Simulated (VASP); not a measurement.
## MgS: single point with PBE

The system is MgS.

```
Mg S
1.0
     6.98606    0.00000    0.00000
     0.00000    6.98606    0.00000
     0.00000    0.00000    6.98606
Mg S
8 8
Direct
  0.84221 0.65779 0.34221
  0.15779 0.34221 0.65779
  0.34221 0.65779 0.15779
  0.84221 0.84221 0.84221
  0.65779 0.15779 0.34221
  0.65779 0.34221 0.84221
  0.15779 0.15779 0.15779
  0.34221 0.84221 0.65779
  0.14313 0.85687 0.35687
  0.64313 0.64313 0.64313
  0.85687 0.35687 0.14313
  0.35687 0.14313 0.85687
  0.64313 0.85687 0.14313
  0.85687 0.14313 0.64313
  0.35687 0.35687 0.35687
  0.14313 0.64313 0.85687
```

```json
{
  "Program": "VASP 6.6.1",
  "Task": "single point",
  "Functional": "PBE",
  "Potentials or basis": "VASP PAW PBE potentials, release 64 (Mg, S)",
  "Cutoff": "520 eV",
  "k mesh": "2 × 2 × 2",
  "Occupations": "gaussian, width 0.1 eV",
  "Spin": "no spin polarisation",
  "Dipole correction": "no",
  "Further INCAR settings": "LREAL = Auto; ALGO = Normal; EDIFF = 1e-06; NBANDS = 46"
}
```

The pressure is -0.2 GPa and the largest force is 0.014 eV/Å. The band gap on the k mesh is 2.46 eV, direct.

Forces on the atoms (eV/Å):
```
Mg  -0.008  0.008 -0.008
Mg   0.008 -0.008  0.008
Mg  -0.008  0.008  0.008
Mg  -0.008 -0.008 -0.008
Mg   0.008  0.008 -0.008
Mg   0.008 -0.008 -0.008
Mg   0.008  0.008  0.008
Mg  -0.008 -0.008  0.008
S   -0.006  0.006  0.006
S   -0.006 -0.006 -0.006
S    0.006  0.006 -0.006
S    0.006 -0.006  0.006
S   -0.006  0.006 -0.006
S    0.006 -0.006 -0.006
S    0.006  0.006  0.006
S   -0.006 -0.006  0.006
```

Levels at points of the mesh, in eV from the valence-band top:
```tsv
k point	band 30	band 31	band 32	band 33	band 34	band 35
(0.00, 0.00, 0.00)	0.00	0.00	0.00	2.46	4.72	4.72
(0.50, 0.00, 0.00)	-0.37	-0.19	-0.19	3.83	3.83	3.92
(0.50, 0.50, 0.00)	-0.39	-0.39	-0.39	4.03	4.03	4.03
(0.50, 0.50, 0.50)	-0.61	-0.61	-0.61	4.21	4.21	4.21
```

Wall time 77 s on 1 thread of Intel(R) Xeon(R) Platinum 8559C (Emerald Rapids) (shared host), peak memory 0.37 GiB.

Caveat: the k points lie up to 0.45 Å⁻¹ apart. As with any semilocal functional, this PBE gap is likely too small.
